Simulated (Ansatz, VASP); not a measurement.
**Ta3N in VASP and in Ansatz**

The input INCAR:

```
PREC     = Accurate       # precision mode
ENCUT    = 520            # plane-wave cutoff, eV
EDIFF    = 1E-6           # SCF threshold, eV
ISMEAR   = -1             # smearing method
SIGMA    = 0.05           # smearing width, eV
LREAL    = False          # projectors in reciprocal space
LASPH    = True           # aspherical terms in the spheres
NELM     = 80             # most SCF steps
ALGO     = Normal         # electronic algorithm
ISIF     = 2              # what is computed and relaxed
LWAVE    = False          # write WAVECAR
LCHARG   = True           # write CHGCAR
LELF     = True           # ELF
LVHAR    = True         
NBANDS   = 27             # bands
```

The input KPOINTS:

```
regular mesh
0
Gamma
  10 10 4
```

Contents of POSCAR:

```
Ta3N
1.0
    3.0721262478      0.0000000000      0.0000000000
   -1.5360631240      2.6605393743      0.0000000000
    0.0000000000      0.0000000000      7.6231501572
Ta N
3 1
Direct
    0.6666666667      0.3333333333      0.8260700000
    0.3333333333      0.6666666667      0.1739300000
    0.0000000000      0.0000000000      0.5000000000
    0.0000000000      0.0000000000      0.0000000000
```

The input input.yaml:

```yaml
crystal:
  lattice:
    - [3.0721262478, 0.0, 0.0]
    - [-1.536063124, 2.6605393743, 0.0]
    - [0.0, 0.0, 7.6231501572]
  atoms:
    - { symbol: Ta, position: [0.6666666667, 0.3333333333, 0.82607] }
    - { symbol: Ta, position: [0.3333333333, 0.6666666667, 0.17393] }
    - { symbol: Ta, position: [0.0, 0.0, 0.5] }
    - { symbol: "N", position: [0.0, 0.0, 0.0] }
kpoints:
  mp_grid: { grid: [10, 10, 4] }
scf:
  occupations: { method: fermi_dirac, width: 0.05 }
hamiltonian:
  xc: lda
  pseudopotentials: { kind: all_electron, lapw: { basis_error: 0.002 } }
output:
  forces: true
  stress: true
  eigenvalues: true
```

Change from the starting cell: volume scaled by 1.04.

Alike in both runs: task single point; functional LDA; k mesh 10 × 10 × 4; occupations fermi-dirac, width 0.05 eV; no spin polarisation.

```csv
,VASP,Ansatz
version,VASP 6.6.1,Ansatz 0.2.0
potentials or method,"VASP PAW LDA potentials, release 64 (Ta_pv, N), cutoff 520 eV","all-electron LAPW, scalar-relativistic"
```

Ansatz gave:

```
gap on the k mesh at the Fermi level (eV)                     : none
pressure (GPa)                                                : -21.2
traceless stress, the component that is largest in VASP (GPa) : 0.20
rms of the force components (eV/Å)                            : 0.304
```

Problem. Estimate VASP's values.

Solution. gap on the k mesh at the Fermi level (eV): none; pressure (GPa): -20.4; traceless stress, the component that is largest in VASP (GPa): 0.26; rms of the force components (eV/Å): 0.286.

LDA's correlation is that of Perdew and Zunger in VASP and of Perdew and Wang (1992) in Ansatz. Atom by atom the forces differ by 0.018 eV/Å (rms over components). A gap of «none» marks a metal or a gap that the smearing closes. Ansatz ran all-electron here, and VASP with PAW potentials.

Neither program's run includes spin-orbit coupling.
